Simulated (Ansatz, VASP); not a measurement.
## TiB2 in VASP and in Ansatz

File POSCAR:

```
TiB2
1.0
    2.9710175922      0.0000000000      0.0000000000
   -1.4855087961      2.5729767100      0.0000000000
    0.0000000000      0.0000000000      3.1400649974
Ti B
1 2
Direct
    0.0000000000      0.0000000000      0.0000000000
    0.3333333333      0.6666666667      0.5000000000
    0.6666666667      0.3333333333      0.5000000000
```

File INCAR.step1:

```
PREC = Accurate
ENCUT = 520
ISMEAR = -1
SIGMA = 0.08
LREAL = False
LASPH = True
NELM = 80
NBANDS = 16
GGA = PE
ALGO = Normal
EDIFF = 1E-4
LWAVE = True
LCHARG = False
```

The input INCAR.step2:

```
PREC = Accurate
ENCUT = 520
EDIFF = 1E-7
ISMEAR = -1
SIGMA = 0.08
LREAL = False
LASPH = True
NELM = 80
ALGO = Normal
ISIF = 2
LWAVE = False
LCHARG = False
METAGGA = R2SCAN
LMIXTAU = True
NBANDS = 16
ISTART = 1
```

Contents of KPOINTS:

```
regular mesh
0
Gamma
  12 12 10
```

Input for Ansatz:

```yaml
crystal:
  lattice:
    - [2.9710175922, 0.0, 0.0]
    - [-1.4855087961, 2.57297671, 0.0]
    - [0.0, 0.0, 3.1400649974]
  atoms:
    - { symbol: Ti, position: [0.0, 0.0, 0.0] }
    - { symbol: B, position: [0.3333333333, 0.6666666667, 0.5] }
    - { symbol: B, position: [0.6666666667, 0.3333333333, 0.5] }
kpoints:
  mp_grid: { grid: [12, 12, 10] }
scf:
  occupations: { method: fermi_dirac, width: 0.08 }
hamiltonian:
  xc: r2scan
  pseudopotentials: { kind: paw }
output:
  forces: true
  stress: true
  eigenvalues: true
  populations: true
  write_density: true
  write_potential: true
  elf: true
  volumetric_format: npy
```

Change from the starting cell: volume scaled by 0.94, PAW files.

Alike in both runs: task single point; functional r2SCAN; k mesh 12 × 12 × 10; occupations fermi-dirac, width 0.08 eV; no spin polarisation.

|  | VASP | Ansatz |
| --- | --- | --- |
| version | VASP 6.6.1 | Ansatz 0.2.0 |
| potentials or method | VASP PAW PBE potentials, release 64 (Ti_sv, B) | PAW with Ansatz's default frozen-core files, scalar-relativistic |
| plane-wave cutoff (eV) | 520 | 500 |
| valence electrons in the cell | 18 | 18 |

|  | VASP | Ansatz | Ansatz less VASP |
| --- | --- | --- | --- |
| pressure (GPa) | 19.0 | 18.0 | -1.01 |
| traceless stress, the component that is largest in VASP (GPa) | 0.12 | 0.00 | -0.123 |

VASP's potentials were made for PBE, not for r2SCAN. The functional is the same, so the differences come from potentials, cutoffs and numerics.
